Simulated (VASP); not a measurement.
# RbBr (Pm-3m) in VASP: a series of runs, part 2 of 2

VASP 6.6.1. The steps go on from the part before.

## (4) Single point, HSE06 (strain +1.8%)

Contents of POSCAR:

```
RbBr
1.0
    4.2005781372      0.0000000000      0.0000000000
    0.0000000000      4.2005781372      0.0000000000
    0.0000000000      0.0000000000      4.2005781372
Rb Br
1 1
Direct
    0.0000000000      0.0000000000      0.0000000000
    0.5000000000      0.5000000000      0.5000000000
```

Contents of INCAR.step1:

```
PREC = Accurate ; ENCUT = 520
EDIFF = 1E-5 ; ISMEAR = 0
SIGMA = 0.01 ; LREAL = False
LASPH = True ; NELM = 80
ALGO = Normal ; ISIF = 2
LWAVE = True ; LCHARG = False
NBANDS = 15 ; GGA = PE
```

Contents of INCAR.step2:

```
PREC = Accurate ; ENCUT = 520
EDIFF = 1E-6 ; ISMEAR = 0
SIGMA = 0.01 ; LREAL = False
LASPH = True ; NELM = 80
ALGO = Normal ; ISIF = 2
LWAVE = False ; LCHARG = False
GGA = PE ; LHFCALC = True
HFSCREEN = 0.2079 ; PRECFOCK = Normal
NBANDS = 15 ; ISTART = 1
```

Contents of KPOINTS:

```
Automatic mesh
0
Gamma
  4 4 4
```

Potentials or basis: VASP PAW PBE potentials, release 64 (Rb_sv, Br).

Launch:

```
> cat potpaw_PBE.64/Rb_sv/POTCAR potpaw_PBE.64/Br/POTCAR > POTCAR
> cp INCAR.step1 INCAR
> mpirun -np 1 vasp_std > vasp.out
> cp INCAR.step2 INCAR
> mpirun -np 1 vasp_std > vasp.out
```

OUTCAR:

```text
PREC = Accurate
   ENCUT = 520
   EDIFF = 1E-6
   ISMEAR = 0
   LREAL = False
   LASPH = True
   NELM = 80
   ISIF = 2
   GGA = PE
   LHFCALC = True
   HFSCREEN = 0.2079
   PRECFOCK = Normal
   ISTART = 1

 ion  position               nearest neighbor table
   1  0.000  0.000  0.000-   2 3.64   2 3.64   2 3.64   2 3.64   2 3.64   2 3.64   2 3.64   2 3.64

   2  0.500  0.500  0.500-   1 3.64   1 3.64   1 3.64   1 3.64   1 3.64   1 3.64   1 3.64   1 3.64

  LATTYP: Found a simple cubic cell.
 ALAT       =     4.2005781372

  Lattice vectors:

 A1 = (   4.2005781372,   0.0000000000,   0.0000000000)
 A2 = (   0.0000000000,   4.2005781372,   0.0000000000)
 A3 = (   0.0000000000,   0.0000000000,   4.2005781372)

Analysis of symmetry for initial positions (statically):
=====================================================================
 Subroutine PRICEL returns:
 Original cell was already a primitive cell.

 Routine SETGRP: Setting up the symmetry group for a
 simple cubic supercell.

 Subroutine GETGRP returns: Found 48 space group operations
 (whereof 48 operations were pure point group operations)
[... 171 lines left out ...]
      5     -11.4907      2.00000
      6      -1.9137      2.00000
      7      -1.9137      2.00000
      8      -1.9137      2.00000
      9       3.3211      0.00000
     10       5.0557      0.00000
     11       5.0557      0.00000
     12       9.4886      0.00000
     13       9.4886      0.00000
     14       9.4886      0.00000
[... 149 lines left out ...]
      2     -15.0512      2.00000
      3     -11.6858      2.00000
      4     -11.6858      2.00000
      5     -11.6858      2.00000
      6      -3.0372      2.00000
      7      -3.0372      2.00000
      8      -3.0372      2.00000
      9       7.4954      0.00000
     10       7.4954      0.00000
     11       7.4954      0.00000
     12       8.7770      0.00000
     13       8.7770      0.00000
     14       8.7770      0.00000
     15      11.7093      0.00000

------------------------ aborting loop because EDIFF is reached ----------------------------------------

  FORCE on cell =-STRESS in cart. coord.  units (eV):
  Direction    XX          YY          ZZ          XY          YZ          ZX
  --------------------------------------------------------------------------------------
  -------------------------------------------------------------------------------------
  Total       -0.1593708     -0.1593708     -0.1593708     -0.0000000     -0.0000000      0.0000000
  in kB       -3.4450240     -3.4450240     -3.4450240     -0.0000000     -0.0000000      0.0000000
  external PRESSURE =      -3.4450240 kB  Pullay stress =       0.0000000 kB

 VOLUME and BASIS-vectors are now :
 -----------------------------------------------------------------------------
  energy-cutoff  :      520.00
  volume of cell :       74.12
      direct lattice vectors                 reciprocal lattice vectors
     4.200578137  0.000000000  0.000000000     0.238062468  0.000000000  0.000000000
     0.000000000  4.200578137  0.000000000     0.000000000  0.238062468  0.000000000
     0.000000000  0.000000000  4.200578137     0.000000000  0.000000000  0.238062468

 POSITION                                       TOTAL-FORCE (eV/Angst)
 -----------------------------------------------------------------------------------
      0.00000      0.00000      0.00000         0.000000      0.000000      0.000000
      2.10029      2.10029      2.10029         0.000000      0.000000      0.000000
 -----------------------------------------------------------------------------------
    total drift:                               -0.000000     -0.000000     -0.000000

  FREE ENERGIE OF THE ION-ELECTRON SYSTEM (eV)
  ---------------------------------------------------
  free  energy   TOTEN  =        -6.9677354047 eV

  energy  without entropy=       -6.9677354047  energy(sigma->0) =       -6.96773540
```

OUTCAR.step1:

```text
PREC = Accurate
   ENCUT = 520
   EDIFF = 1E-5
   ISMEAR = 0
   LREAL = False
[... 387 lines left out ...]
      0.00000      0.00000      0.00000         0.000000      0.000000      0.000000
      2.10029      2.10029      2.10029         0.000000      0.000000      0.000000
 -----------------------------------------------------------------------------------
    total drift:                                0.000000      0.000000     -0.000000

  FREE ENERGIE OF THE ION-ELECTRON SYSTEM (eV)
  ---------------------------------------------------
  free  energy   TOTEN  =        -6.0031603065 eV

  energy  without entropy=       -6.0031603065  energy(sigma->0) =       -6.00316031
```

It took 3.5 min on 1 thread of Oxide Virtual Turin-like, shared host; peak memory 0.26 GiB.

What came out:

| Property | Result |
| --- | --- |
| Free energy | -6.9677 eV |
| Pressure | -0.3 GPa |
| Band gap on the k mesh | 5.07 eV (least direct gap 5.23 eV) |

Caveat: the cell differs from its parent crystal (strain +1.8%); the structure was generated, so it needn't be the stable form of RbBr; the PAW data sets were made with another functional, which shifts forces and pressure a little.

## (5) Summary

| level | k mesh | smearing | grid for exact exchange (PRECFOCK) | share of exact exchange | screening parameter | gap on the mesh (eV) | pressure (GPa) |
| --- | --- | --- | --- | --- | --- | --- | --- |
| PBE | 6 × 6 × 6 | fermi-dirac 0.02 eV | - | - | - | 3.91 | 0.0 |
| r2SCAN | 6 × 6 × 6 | gaussian 0.01 eV | - | - | - | 4.64 | -0.8 |
| HSE06 | 4 × 4 × 4 | gaussian 0.01 eV | Normal | 0.25 | 0.2079 1/Å | 5.07 | -0.3 |

Alike in all rows: task single point; potentials or basis VASP PAW PBE potentials, release 64 (Rb_sv, Br); no spin polarisation; cell as given; cutoff (eV) 520.

Caveats: the structure was generated, so it needn't be the stable form of RbBr; the PAW data sets were made with another functional, which shifts forces and pressure a little (at least some runs).

Total energies depend on the potentials used, so only differences within one code and one set of settings carry meaning.
